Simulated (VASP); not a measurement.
# Hf3F in VASP: single point with LDA

Aim: the single point of Hf3F with LDA.

Everything below comes from runs of VASP 6.6.1. Logs are shortened: lines on timing, memory, paths and dates and some standing lists are left out, and cuts for length are marked.

### 1 The cell of the first run

The cell holds a slab with vacuum, 4 atoms: a = 3.083 Å, b = 3.083 Å, c = 21.093 Å, α = 90.00°, β = 90.00°, γ = 90.00°.

### 2 Single point, LDA

Contents of INCAR:

```
SYSTEM = Hf3F
PREC = Accurate ; ENCUT = 640
EDIFF = 1E-6 ; ISMEAR = 0
SIGMA = 0.1 ; LREAL = .FALSE.
LASPH = .TRUE. ; NELM = 300
ALGO = Normal ; ISIF = 2
LWAVE = .FALSE. ; LCHARG = .FALSE.
LDIPOL = .TRUE. ; IDIPOL = 3
DIPOL = 0.5 0.5 0.359 ; NBANDS = 26
GGA_COMPAT = .FALSE. ; NELMDL = -8
AMIX = 0.1 ; BMIX = 1E-4
AMIX_MAG = 0.4 ; BMIX_MAG = 1E-4
KPAR = 4
```

Contents of KPOINTS:

```
Automatic mesh
0
G
  9 9 1
  0 0 0
```

Contents of POSCAR:

```
Hf3F
1.0
    3.0829071749      0.0000000000      0.0000000000
    0.0000000000      3.0829071749      0.0000000000
    0.0000000000      0.0000000000     21.0927836031
Hf F
3 1
Direct
    0.5000000000      0.5000000000      0.1896383178
    0.0000000000      0.0000000000      0.2867330108
    0.5000000000      0.5000000000      0.3836754672
    1.0000000000      1.0000000000      0.5766324555
```

Potentials or basis: VASP PAW LDA potentials, release 64 (Hf_pv, F).

Command:

```console
> cat potpaw_LDA.64/Hf_pv/POTCAR potpaw_LDA.64/F/POTCAR > POTCAR
> mpirun -np 4 vasp_std > vasp.out
```

OUTCAR:

```text
SYSTEM = Hf3F
   PREC = Accurate
   ENCUT = 640
   EDIFF = 1E-6
   ISMEAR = 0
   LREAL = .FALSE.
   LASPH = .TRUE.
   NELM = 300
   ISIF = 2
   NELMDL = -8
   AMIX = 0.1
   AMIX_MAG = 0.4

 ion  position               nearest neighbor table
   1  0.500  0.500  0.190-   2 2.99   2 2.99   2 2.99   2 2.99
   2  0.000  0.000  0.287-   3 2.99   3 2.99   3 2.99   3 2.99   1 2.99   1 2.99   1 2.99   1 2.99

   3  0.500  0.500  0.384-   2 2.99   2 2.99   2 2.99   2 2.99
   4  0.000  0.000  0.577-

  LATTYP: Found a simple tetragonal cell.
 ALAT       =     3.0829071749
 C/A-ratio  =     6.8418484263

  Lattice vectors:

 A1 = (   3.0829071749,   0.0000000000,   0.0000000000)
 A2 = (   0.0000000000,   3.0829071749,   0.0000000000)
 A3 = (   0.0000000000,   0.0000000000,  21.0927836031)

Analysis of symmetry for initial positions (statically):
=====================================================================
 Subroutine PRICEL returns:
 Original cell was already a primitive cell.

 Routine SETGRP: Setting up the symmetry group for a
 simple tetragonal supercell.

 Subroutine GETGRP returns: Found  8 space group operations
 (whereof  8 operations were pure point group operations)
 out of a pool of 16 trial point group operations.

The static configuration has the point symmetry C_4v.

Analysis of symmetry for dynamics (positions and initial velocities):
=====================================================================
 Subroutine PRICEL returns:
 Original cell was already a primitive cell.

 Routine SETGRP: Setting up the symmetry group for a
 simple tetragonal supercell.

 Subroutine GETGRP returns: Found  8 space group operations
 (whereof  8 operations were pure point group operations)
 out of a pool of 16 trial point group operations.

The dynamic configuration has the point symmetry C_4v.

 Subroutine INISYM returns: Found  8 space group operations
 (whereof  8 operations are pure point group operations),
 and found     1 'primitive' translations

----------------------------------------------------------------------------------------

                                     Primitive cell

  volume of cell :     200.4725

  direct lattice vectors                    reciprocal lattice vectors
     3.082907175  0.000000000  0.000000000     0.324369157  0.000000000  0.000000000
     0.000000000  3.082907175  0.000000000     0.000000000  0.324369157  0.000000000
     0.000000000  0.000000000 21.092783603     0.000000000  0.000000000  0.047409579

  length of vectors
     3.082907175  3.082907175 21.092783603     0.324369157  0.324369157  0.047409579

  position of ions in fractional coordinates (direct lattice)
     0.500000000  0.500000000  0.189638318
     0.000000000  0.000000000  0.286733011
     0.500000000  0.500000000  0.383675467
     0.000000000  0.000000000  0.576632455

  ion indices of the primitive-cell ions
   primitive index   ion index
                 1           1
                 2           2
                 3           3
                 4           4

----------------------------------------------------------------------------------------

 KPOINTS: Automatic mesh

Automatic generation of k-mesh.
 Grid dimensions read from file:
 generate k-points for:    9    9    1

 Generating k-lattice:

  Cartesian coordinates                     Fractional coordinates (reciprocal lattice)
     0.036041017  0.000000000  0.000000000     0.111111111  0.000000000  0.000000000
     0.000000000  0.036041017  0.000000000     0.000000000  0.111111111  0.000000000
     0.000000000  0.000000000  0.047409579     0.000000000  0.000000000  1.000000000

  Length of vectors
     0.036041017  0.036041017  0.047409579

  Shift w.r.t. Gamma in fractional coordinates (k-lattice)
     0.000000000  0.000000000  0.000000000

 Subroutine IBZKPT returns following result:
 ===========================================

 Found     15 irreducible k-points:

 Following reciprocal coordinates:
            Coordinates               Weight
  0.000000  0.000000  0.000000      1.000000
  0.111111  0.000000  0.000000      4.000000
  0.222222  0.000000  0.000000      4.000000
  0.333333  0.000000  0.000000      4.000000
  0.444444  0.000000  0.000000      4.000000
  0.111111  0.111111  0.000000      4.000000
  0.222222  0.111111  0.000000      8.000000
  0.333333  0.111111  0.000000      8.000000
  0.444444  0.111111  0.000000      8.000000
  0.222222  0.222222  0.000000      4.000000
  0.333333  0.222222  0.000000      8.000000
  0.444444  0.222222  0.000000      8.000000
  0.333333  0.333333  0.000000      4.000000
  0.444444  0.333333  0.000000      8.000000
  0.444444  0.444444  0.000000      4.000000
   k-points           NKPTS =     15   k-points in BZ     NKDIM =     15   number of bands    NBANDS=     26
   number of dos      NEDOS =    301   number of ions     NIONS =      4
   total plane-waves  NPLWV = 141120
   dimension x,y,z NGX =    28 NGY =   28 NGZ =  180
   dimension x,y,z NGXF=    56 NGYF=   56 NGZF=  360
   ions per type =               3   1
   NGX,Y,Z   is equivalent  to a cutoff of  15.10, 15.10, 14.19 a.u.
   NGXF,Y,Z  is equivalent  to a cutoff of  30.20, 30.20, 28.37 a.u.
 SYSTEM =  Hf3F
   PREC   = accura    normal or accurate (medium, high low for compatibility)
   ISTART =      0    job   : 0-new  1-cont  2-samecut
   ICHARG =      2    charge: 1-file 2-atom 10-const
   ISPIN  =      1    spin polarized calculation?
   LNONCOLLINEAR =      F non collinear calculations
   LSORBIT =      F    spin-orbit coupling
   LASPH  =      T    aspherical Exc in radial PAW
   ENCUT  =  640.0 eV  47.04 Ry    6.86 a.u.   6.36  6.36 43.51*2*pi/ulx,y,z
   NELM   =    300;   NELMIN=  2; NELMDL= -8     # of ELM steps
   EDIFF  = 0.1E-05   stopping-criterion for ELM
   LREAL  =      F    real-space projection
   EDIFFG = 0.1E-04   stopping-criterion for IOM
   NSW    =      0    number of steps for IOM
   IBRION =     -1    ionic relax: 0-MD 1-quasi-New 2-CG
   NFREE  =      0    steps in history (QN), initial steepest desc. (CG)
   ISIF   =      2    stress and relaxation
   ISYM   =      2    0-nonsym 1-usesym 2-fastsym
   POTIM  = 0.5000    time-step for ionic-motion
   TEBEG  =    0.0;   TEEND  =   0.0 temperature during run
   PSTRESS=    0.0 pullay stress
   NELECT =      37.0000    total number of electrons
   NUPDOWN=      -1.0000    fix difference up-down
   EMIN   =  10.00;   EMAX   =-10.00  energy-range for DOS
   EFERMI =   0.00;   METHOD = LEGACY
   ISMEAR =     0;   SIGMA  =   0.10  broadening in eV -4-tet -1-fermi 0-gaus
   EFERMI_NEDOS =   21; number of points for ismear=-14 and -15
   IALGO  =     38    algorithm
   IMIX   =      4    mixing-type and parameters
     AMIX     =   0.10;   BMIX     =  0.00
     AMIX_MAG =   0.40;   BMIX_MAG =  0.00
  volume/ion in A,a.u.               =      50.12       338.21
  Fermi-wavevector in a.u.,A,eV,Ry     =   0.932088  1.761392 11.820591  0.868789
  Thomas-Fermi vector in A             =   2.058650
   LORBIT       =      0    0 simple, 1 ext, 2 COOP (PROOUT), +10 PAW based schemes
   GGA     = CA    functional components
   LHFCALC =     F    Hartree Fock is set to
   AEXX    =    0.0000 exact exchange contribution
   IVDW    =     0    specifies the selected vdW correction
   LEPSILON=     F    determine dielectric tensor
   LRPA    =     F    only Hartree local field effects (RPA)
 non-spin polarized calculation
 Gauss-broadening in eV      SIGMA  =   0.10
  energy-cutoff  :      640.00
  volume of cell :      200.47
 maximum number of plane-waves:      7414
 NGX is ok and might be reduce to    28
   NGX = 13   NGY = 13   NGZ = 87

 dipolmoment           0.000000      0.000000     -0.012594 electrons x Angstroem

 number of electron      37.0000003 magnetization

 dipolmoment           0.000000      0.000000      0.366800 electrons x Angstroem

 Free energy of the ion-electron system (eV)
  ---------------------------------------------------
  ext. energy  EPLUGINS =         0.00000000
  ---------------------------------------------------
  free energy    TOTEN  =       -31.00597160 eV

  energy without entropy =      -30.93709282  energy(sigma->0) =      -30.97153221

 E-fermi :  -3.2835     XC(G=0):  -5.4341

 val. band max:       -3.2862570224   @ k =   0.3333   0.1111   0.0000
 cond. band min:      -3.2747266395   @ k =   0.4444   0.1111   0.0000
 fundamental gap:      0.0115303829
 Fermi energy:        -3.2834778588

 k-point     1 :       0.0000    0.0000    0.0000
  band No.  band energies     occupation
      1     -34.1973      2.00000
      2     -33.9218      2.00000
      3     -33.6468      2.00000
      4     -33.6468      2.00000
      5     -33.4365      2.00000
      6     -33.4365      2.00000
[... 18 lines left out ...]
     25      -0.0277      0.00000
     26      -0.0277      0.00000

 k-point     2 :       0.1111    0.0000    0.0000
  band No.  band energies     occupation
      1     -34.1853      2.00000
      2     -33.9290      2.00000
      3     -33.7135      2.00000
      4     -33.6381      2.00000
      5     -33.5168      2.00000
      6     -33.4281      2.00000
[... 18 lines left out ...]
     25      -0.3494      0.00000
     26      -0.2086      0.00000

 k-point     3 :       0.2222    0.0000    0.0000
  band No.  band energies     occupation
      1     -34.1639      2.00000
      2     -33.9767      2.00000
      3     -33.8478      2.00000
      4     -33.6966      2.00000
      5     -33.6161      2.00000
      6     -33.4065      2.00000
[... 311 lines left out ...]
 k-point    14 :       0.4444    0.3333    0.0000
  band No.  band energies     occupation
      1     -34.1670      2.00000
      2     -34.0861      2.00000
      3     -33.9955      2.00000
      4     -33.9633      2.00000
      5     -33.8350      2.00000
      6     -33.7520      2.00000
[... 18 lines left out ...]
     25      -0.2811      0.00000
     26       0.7918      0.00000

 k-point    15 :       0.4444    0.4444    0.0000
  band No.  band energies     occupation
      1     -34.1638      2.00000
      2     -34.1616      2.00000
      3     -33.9952      2.00000
      4     -33.9416      2.00000
      5     -33.9383      2.00000
      6     -33.7360      2.00000
[... 18 lines left out ...]
     25       0.5623      0.00000
     26       1.2462      0.00000

------------------------ aborting loop because EDIFF is reached ----------------------------------------

 vacuum level on the upper side and lower side of the slab       (xc-potential included)         3.227        -3.598

  FORCE on cell =-STRESS in cart. coord.  units (eV):
  Direction    XX          YY          ZZ          XY          YZ          ZX
  --------------------------------------------------------------------------------------
  -------------------------------------------------------------------------------------
  Total       -2.0537948     -2.0537948     -2.4607358      0.0000000      0.0000000     -0.0000000
  in kB      -16.4139403    -16.4139403    -19.6662144      0.0000000      0.0000000     -0.0000000
  external PRESSURE =     -17.4980316 kB  Pullay stress =       0.0000000 kB

 VOLUME and BASIS-vectors are now :
 -----------------------------------------------------------------------------
  energy-cutoff  :      640.00
  volume of cell :      200.47
      direct lattice vectors                 reciprocal lattice vectors
     3.082907175  0.000000000  0.000000000     0.324369157  0.000000000  0.000000000
     0.000000000  3.082907175  0.000000000     0.000000000  0.324369157  0.000000000
     0.000000000  0.000000000 21.092783603     0.000000000  0.000000000  0.047409579

 POSITION                                       TOTAL-FORCE (eV/Angst)
 -----------------------------------------------------------------------------------
      1.54145      1.54145      4.00000         0.000000     -0.000000      0.038162
      0.00000      0.00000      6.04800         0.000000      0.000000     -0.046348
      1.54145      1.54145      8.09278        -0.000000     -0.000000      0.596061
      0.00000      0.00000     12.16278         0.000000     -0.000000     -0.587875
 -----------------------------------------------------------------------------------
    total drift:                               -0.000000     -0.000000     -0.001950

  FREE ENERGIE OF THE ION-ELECTRON SYSTEM (eV)
  ---------------------------------------------------
  free  energy   TOTEN  =       -31.0059715979 eV

  energy  without entropy=      -30.9370928209  energy(sigma->0) =      -30.97153221

 vacuum level on the upper side and lower side of the slab         7.783         0.864
```

Run time: 3.7 min. Hardware: 4 MPI ranks of AMD EPYC 9R45 (Zen 5), shared host; peak memory 0.34 GiB.

What came out:

```
Free energy            : -31.0060 eV
Largest force          : 0.596 eV/Å
Band gap on the k mesh : zero (an odd number of electrons rules out a gap without spin polarisation)
```

Forces on the atoms (eV/Å):
```
Hf   0.000  0.000  0.038
Hf   0.000  0.000 -0.046
Hf   0.000  0.000  0.596
F    0.000  0.000 -0.588
```

Levels at points of the mesh, in eV from the Fermi level:
```csv
k point,band 17,band 18,band 19,band 20,band 21,band 22
"(0.00, 0.00, 0.00)",0.02,0.03,0.03,0.91,0.97,1.71
```

Caveat: spin-orbit coupling is left out, which moves the levels of the heavy elements.
